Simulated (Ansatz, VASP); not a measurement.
**TiC: VASP beside Ansatz**

```xyz
2
Lattice="0.0000 2.1640 2.1640 2.1640 0.0000 2.1640 2.1640 2.1640 0.0000" Properties=species:S:1:pos:R:3 pbc="T T T"
Ti    0.0000    0.0000    0.0000
C     2.1640    2.1640    2.1640
```

Alike in both runs: task single point; functional PBE; k mesh 18 × 18 × 18; occupations gaussian, width 0.15 eV; no spin polarisation.

|  | VASP | Ansatz |
| --- | --- | --- |
| version | VASP 6.6.1 | Ansatz 0.2.0 |
| potentials or method | VASP PAW PBE potentials, release 64 (Ti_sv, C), cutoff 520 eV | scalar-relativistic, plane waves, PAW |
| valence electrons in the cell | 16 | 16 |

|  | VASP | Ansatz | Ansatz less VASP |
| --- | --- | --- | --- |
| gap on the k mesh at the Fermi level (eV) | none | none | - |
| pressure (GPa) | 1.1 | 0.9 | -0.19 |

A gap of «none» marks a metal or a gap that the smearing closes.
